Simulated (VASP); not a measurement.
Wanted: the native input for a VASP 6.6.1 run.

- Task: single point
- Functional: LDA
- Potentials or basis: VASP PAW LDA potentials, release 64 (V_sv)
- Cutoff: 520 eV
- k mesh: 12 × 12 × 6
- Occupations: fermi-dirac, width 0.05 eV
- Spin: collinear spin, ferromagnetic start
- Starting moments: [2.0, 2.0] μB
- Dipole correction: no
- Further INCAR settings: ALGO = Fast; EDIFF = 1e-06; NBANDS = 24

The structure of V lies in POSCAR:

```
V
1.0
    2.6553716605      0.0000000000      0.0000000000
   -1.3276858302      2.2996193144      0.0000000000
    0.0000000000      0.0000000000      4.8159739502
V
2
Direct
    0.3333333333      0.6666666667      0.2500000000
    0.6666666667      0.3333333333      0.7500000000
```

This isn't the form of V at room conditions, which is bcc.

One way to write it, as run:

INCAR

```
PREC = Accurate
ENCUT = 520
EDIFF = 1E-6
ISMEAR = -1
SIGMA = 0.05
LREAL = F
LASPH = T
NELM = 150
ALGO = Fast
ISIF = 2
LWAVE = F
LCHARG = F
ISPIN = 2
MAGMOM = 2 2
LORBIT = 11
LMAXMIX = 4
NBANDS = 24
```

KPOINTS

```
regular mesh
0
Gamma
  12 12 6
```

Potentials or basis: VASP PAW LDA potentials, release 64 (V_sv).

Command:

```console
$ cat potpaw_LDA.64/V_sv/POTCAR > POTCAR
$ mpirun -np 1 vasp_std > vasp.out
```

Results of the run:

| Property | Result |
| --- | --- |
| Pressure | -20.2 GPa |
| Band gap on the k mesh | zero (filled and empty bands overlap) |
| Net moment | 0.00 μB per cell |
| Valence electrons inside the program's atomic spheres | V 11.56 |

Caveat: the cell stands under tension; the moments typed at the start vanished in this run.

It took 2.6 min on 1 thread of Intel Xeon 8259CL (shared host), peak memory 0.19 GiB.
